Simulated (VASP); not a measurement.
The system is KF (Carobbiite).

```xyz
2
Lattice="0.0000 2.6590 2.6590 2.6590 0.0000 2.6590 2.6590 2.6590 0.0000" Properties=species:S:1:pos:R:3 pbc="T T T"
K     0.0000    0.0000    0.0000
F     2.6590    2.6590    2.6590
```

Base run:

- Program: VASP 6.6.1
- Functional: r2SCAN
- Potentials or basis: VASP PAW PBE potentials, release 64 (K_sv, F)
- Cutoff: 520 eV
- k mesh: 8 × 8 × 8
- Occupations: gaussian, width 0.01 eV
- Spin: no spin polarisation

Its results: band gap on the k mesh 6.91 eV, direct; pressure 0.0 GPa.

**Question.** The run is repeated on the same cell with these changes: functional from r2SCAN to LDA; potentials or basis from VASP PAW PBE potentials, release 64 (K_sv, F) to VASP PAW LDA potentials, release 64 (K_sv, F). What comes out?

**Answer.** Band gap on the k mesh 5.87 eV, direct; pressure -3.0 GPa.

Caveats: the PAW data sets were made with another functional, which shifts forces and pressure a little (some runs).

A k mesh can miss the band edges.
